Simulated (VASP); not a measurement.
Input of a VASP 6.6.1 run:

POSCAR

```
AlFe3
1.0
    0.0000000000      2.8910570237      2.8910570237
    2.8910570237      0.0000000000      2.8910570237
    2.8910570237      2.8910570237      0.0000000000
Al Fe
1 3
Direct
    0.0000000000      0.0000000000      0.0000000000
    0.5000000000      0.5000000000      0.5000000000
    0.2500000000      0.2500000000      0.2500000000
    0.7500000000      0.7500000000      0.7500000000
```

The input INCAR.step1:

```
  PREC = Accurate
  ENCUT = 520
  ISMEAR = 0
  SIGMA = 0.1
  LREAL = False
  LASPH = True
  NELM = 150
  ISPIN = 2
  MAGMOM = -0.13 2.88 2.82 2.82
  LMAXMIX = 4
  NBANDS = 26
  GGA = PE
  ALGO = Normal
  EDIFF = 1E-4
  LWAVE = True
  LCHARG = False
```

Contents of INCAR.step2:

```
  PREC = Accurate
  ENCUT = 520
  EDIFF = 1E-7
  ISMEAR = 0
  SIGMA = 0.1
  LREAL = False
  LASPH = True
  NELM = 150
  ALGO = Normal
  ISIF = 2
  LWAVE = False
  LCHARG = False
  ISPIN = 2
  MAGMOM = -0.13 2.88 2.82 2.82
  LORBIT = 11
  LMAXMIX = 4
  METAGGA = R2SCAN
  LMIXTAU = True
  NBANDS = 26
  ISTART = 1
```

The input KPOINTS:

```
regular mesh
0
Gamma
  12 12 12
```

Potentials or basis: VASP PAW PBE potentials, release 64 (Al, Fe).

Command:

```console
$ cat potpaw_PBE.64/Al/POTCAR potpaw_PBE.64/Fe/POTCAR > POTCAR
$ cp INCAR.step1 INCAR
$ mpirun -np 1 vasp_std > vasp.out
$ cp INCAR.step2 INCAR
$ mpirun -np 1 vasp_std > vasp.out
```

What does it give for the site moments?

Al -0.08; Fe +2.58 μB.

Predict the net moment.

7.35 μB per cell.

Estimate the pressure.

-0.5 GPa.

Caveat: the PAW data sets were made with another functional, which shifts forces and pressure a little.
